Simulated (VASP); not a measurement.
Wanted: the native input for a VASP 6.6.1 run.

```yaml
Task: single point
Functional: r2SCAN
Potentials_or_basis: VASP PAW PBE potentials, release 64 (Sn_d, Te)
Cutoff: 550 eV
k_mesh: 4 × 4 × 4
Occupations: gaussian, width 0.01 eV
Spin: no spin polarisation
Dipole_correction: no
Further_INCAR_settings: ALGO = Normal; EDIFF = 1e-06; NBANDS = 17
```

Crystal: SnTe.

```
Sn Te
1.0
     0.00000    3.61115    3.61115
     3.61115    0.00000    3.61115
     3.61115    3.61115    0.00000
Sn Te
1 1
Direct
  0.00000 0.00000 0.00000
  0.25000 0.25000 0.25000
```

One way to write it, as run:

POSCAR

```
SnTe
1.0
    0.0000000000      3.6111460000      3.6111460000
    3.6111460000      0.0000000000      3.6111460000
    3.6111460000      3.6111460000      0.0000000000
Sn Te
1 1
Direct
    0.0000000000      0.0000000000      0.0000000000
    0.2500000000      0.2500000000      0.2500000000
```

INCAR.step1

```
PREC = Accurate ; ENCUT = 550
ISMEAR = 0 ; SIGMA = 0.01
LREAL = F ; LASPH = T
NELM = 120 ; NBANDS = 17
GGA = PE ; ALGO = Normal
EDIFF = 1E-5 ; LWAVE = T
LCHARG = F ; GGA_COMPAT = F
```

INCAR.step2

```
PREC = Accurate ; ENCUT = 550
EDIFF = 1E-6 ; ISMEAR = 0
SIGMA = 0.01 ; LREAL = F
LASPH = T ; NELM = 120
ALGO = Normal ; ISIF = 2
LWAVE = F ; LCHARG = T
METAGGA = R2SCAN ; LMIXTAU = T
LELF = T ; LVHAR = T
NBANDS = 17 ; ISTART = 1
GGA_COMPAT = F
```

KPOINTS

```
regular mesh
0
Gamma
  4 4 4
```

Potentials or basis: VASP PAW PBE potentials, release 64 (Sn_d, Te).

Run with:

```sh
$ cat potpaw_PBE.64/Sn_d/POTCAR potpaw_PBE.64/Te/POTCAR > POTCAR
$ cp INCAR.step1 INCAR
$ mpirun -np 1 vasp_std > vasp.out
$ cp INCAR.step2 INCAR
$ mpirun -np 1 vasp_std > vasp.out
```

It gave:

```json
{
  "Pressure": "-0.7 GPa",
  "Band gap on the k mesh": "0.16 eV (least direct gap 0.90 eV)"
}
```

Caveat: the PAW data sets were made with another functional, which shifts forces and pressure a little; spin-orbit coupling is left out, which moves the levels of the heavy elements.

It took 44 s on 1 thread of AMD EPYC 9R45 96-Core Processor (Zen 5), on a shared host, peak memory 0.23 GiB.
